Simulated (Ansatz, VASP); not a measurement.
NaCaI2: VASP beside Ansatz

The input INCAR:

```
SYSTEM = NaCaI2
  ALGO = Normal
  EDIFF = 1E-7
  EDIFFG = -0.04
  ENCUT = 600
  GGA = PE
  IBRION = 2
  ISIF = 3
  ISMEAR = 0
  LASPH = .TRUE.
  LCHARG = .FALSE.
  LREAL = .FALSE.
  LWAVE = .FALSE.
  NELM = 100
  NSW = 90
  PREC = Accurate
  SIGMA = 0.1
```

KPOINTS

```
k-points
0
G
  6 6 4
  0 0 0
```

The input POSCAR:

```
NaCaI2
1.0
    3.5706069400      0.0000000000      0.0000000000
    0.0000000000      3.5706069400      0.0000000000
    0.0000000000      0.0000000000      5.9371586200
Na Ca I
1 1 2
Direct
    0.0000000000      0.0000000000      0.5000000000
    0.0000000000      0.0000000000      0.0000000000
    0.5000000000      0.5000000000      0.7108082100
    0.5000000000      0.5000000000      0.2891917900
```

Input for Ansatz:

```yaml
crystal:
  lattice:
    - [3.57060694, 0.0, 0.0]
    - [0.0, 3.57060694, 0.0]
    - [0.0, 0.0, 5.93715862]
  atoms:
    - { symbol: Na, position: [0.0, 0.0, 0.5] }
    - { symbol: Ca, position: [0.0, 0.0, 0.0] }
    - { symbol: I, position: [0.5, 0.5, 0.71080821] }
    - { symbol: I, position: [0.5, 0.5, 0.28919179] }
basis:
  ecutwfc: 420
kpoints:
  mp_grid: { grid: [6, 6, 4] }
hamiltonian:
  xc: pbe
scf:
  occupations: { method: gaussian, width: 0.1 }
  lower_state_search: "off"
output:
  forces: true
  stress: true
  eigenvalues: true
relax:
  adjacent_minimum: "off"
  f_tol: 0.04
  max_steps: 70
  cell: { stress_tol: 0.4 }
```

Alike in both runs: task relaxation of cell and atoms; functional PBE; k mesh 6 × 6 × 4; occupations gaussian, width 0.1 eV; no spin polarisation.

|  | VASP | Ansatz |
| --- | --- | --- |
| version | VASP 6.6.1 | Ansatz 0.2.0 |
| potentials or method | VASP PAW PBE potentials, release 64 (Na_pv, Ca_sv, I), cutoff 600 eV | scalar-relativistic, plane waves, PAW |
| valence electrons in the cell | 31 | 53 |

VASP gave:

| Item | Value |
| --- | --- |
| gap on the k mesh at the Fermi level, each at its own relaxed structure (eV) | none |
| relaxed volume (Å³/atom) | 32.12 |
| relaxed cell length with the largest relative difference (Å) | 8.026 |

What did Ansatz give for the same quantities?

gap on the k mesh at the Fermi level, each at its own relaxed structure (eV): none; relaxed volume (Å³/atom): 32.64; relaxed cell length with the largest relative difference (Å): 8.092.

A gap of «none» marks a metal or a gap that the smearing closes. VASP's potentials hold 31 valence electrons a cell and Ansatz's 53, so a difference there can come from the potentials and not from the codes.

Spin-orbit coupling is off throughout. Noted on VASP's run: the volume moved by over 15 % at a fixed basis, so the end points are rough.
